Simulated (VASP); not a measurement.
Crystal: SnSe2 (1T).

```
Sn Se
1.0
     3.81100    0.00000    0.00000
    -1.90550    3.30042    0.00000
     0.00000    0.00000    6.13700
Sn Se
1 2
Cartesian
  0.0000 0.0000 0.0000
  0.0000 2.2003 1.5342
  1.9055 1.1001 4.6027
```

* Program: VASP 6.6.1
* Task: relaxation of cell and atoms
* Functional: LDA
* Potentials or basis: VASP PAW LDA potentials, release 64 (Sn_d, Se)
* Cutoff: 600 eV
* k mesh: 12 × 12 × 8
* Occupations: gaussian, width 0.02 eV
* Spin: no spin polarisation

At the start: pressure 0.7 GPa; volume 25.73 Å³/atom.

**Question.** How do energy, volume and symmetry change on relaxing?

**Answer.** Over 20 steps the energy falls by 10.7 meV/atom and the volume is 24.62 Å³/atom (-4.3 %); space group P-3m1 (No. 164, to 0.05 Å).

Step by step:
| step | energy change (eV) | largest force (eV/Å) | pressure (GPa) | volume (Å³) |
| --- | --- | --- | --- | --- |
| 1 | 0.0000 | 0.4437 | 0.74 | 77.19 |
| 2 | -0.0106 | 0.0154 | -1.23 | 78.51 |
| 3 | -0.0117 | 0.1124 | -0.79 | 78.20 |
| 4 | -0.0173 | 0.0807 | -0.32 | 77.20 |
| 5 | -0.0180 | 0.0623 | -0.03 | 76.65 |
| 6 | -0.0203 | 0.0735 | 0.06 | 76.30 |
| 7 | -0.0256 | 0.1068 | 0.34 | 75.25 |
| 8 | -0.0279 | 0.1706 | 1.13 | 73.13 |
| 9 | -0.0285 | 0.1560 | 0.90 | 73.72 |
| 10 | -0.0297 | 0.1307 | 0.75 | 73.73 |
| 11 | -0.0317 | 0.0577 | 0.32 | 73.75 |
| 12 | -0.0306 | 0.0800 | -0.48 | 73.79 |
| 13 | -0.0321 | 0.0095 | 0.02 | 73.77 |
| 14 | -0.0321 | 0.0125 | 0.05 | 73.77 |
| 15 | -0.0321 | 0.0108 | 0.04 | 73.78 |
| 16 | -0.0322 | 0.0052 | 0.00 | 73.83 |
| 17 | -0.0322 | 0.0042 | 0.01 | 73.84 |
| 18 | -0.0322 | 0.0023 | 0.00 | 73.86 |
| 19 | -0.0322 | 0.0017 | -0.03 | 73.90 |
| 20 | -0.0322 | 0.0016 | 0.01 | 73.87 |

Final structure:
```yaml
crystal:
  lattice:
    - [3.80352, 0.00000, 0.00000]
    - [-1.90176, 3.29395, 0.00000]
    - [0.00000, 0.00000, 5.89590]
  atoms:
    - { symbol: Sn, position: [0.00000, 0.00000, 0.00000] }
    - { symbol: Se, position: [0.33333, 0.66667, 0.26773] }
    - { symbol: Se, position: [0.66667, 0.33333, 0.73227] }
```
